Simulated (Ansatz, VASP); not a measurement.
**Two plane-wave programs on Al2O3**

```
Al O
1.0
     2.88432    0.00000    0.00000
    -1.44216    2.49790    0.00000
     0.00000    0.00000    9.33675
Al O
2 3
Direct
  0.00000 0.00000 0.85001
  0.00000 0.00000 0.14999
  0.33333 0.66667 0.77768
  0.66667 0.33333 0.00000
  0.33333 0.66667 0.22232
```

Alike in both runs: task relaxation of cell and atoms; functional PBEsol; dispersion D3(BJ); k mesh 11 × 11 × 3; occupations fermi-dirac, width 0.05 eV; no spin polarisation.

|  | VASP | Ansatz |
| --- | --- | --- |
| version | VASP 6.6.1 | Ansatz 0.2.0 |
| potentials or method | VASP PAW PBE potentials, release 64 (Al, O) | Ansatz PAW |
| plane-wave cutoff (eV) | 600 | 420 |
| valence electrons in the cell | 24 | 24 |

Ansatz gave:

* gap on the k mesh at the Fermi level, each at its own relaxed structure (eV): 4.62
* relaxed volume (Å³/atom): 10.11
* relaxed cell length with the largest relative difference (Å): 7.192

**Question.** Estimate VASP's values.

**Answer.** gap on the k mesh at the Fermi level, each at its own relaxed structure (eV): 4.58; relaxed volume (Å³/atom): 10.08; relaxed cell length with the largest relative difference (Å): 7.163.

VASP's potentials were made for PBE, not for PBEsol.

Noted on VASP's run: the volume moved by over 15 % at a fixed basis, so the end points are rough. Noted on Ansatz's run: the volume moved by over 15 % at a fixed basis, so the end points are rough; odd divisions of the mesh miss points on the zone boundary, where band edges often lie, so the gap on the mesh can be too wide; the plane-wave basis is chosen anew once the cell has moved, so the energies of steps on either side of that aren't comparable.
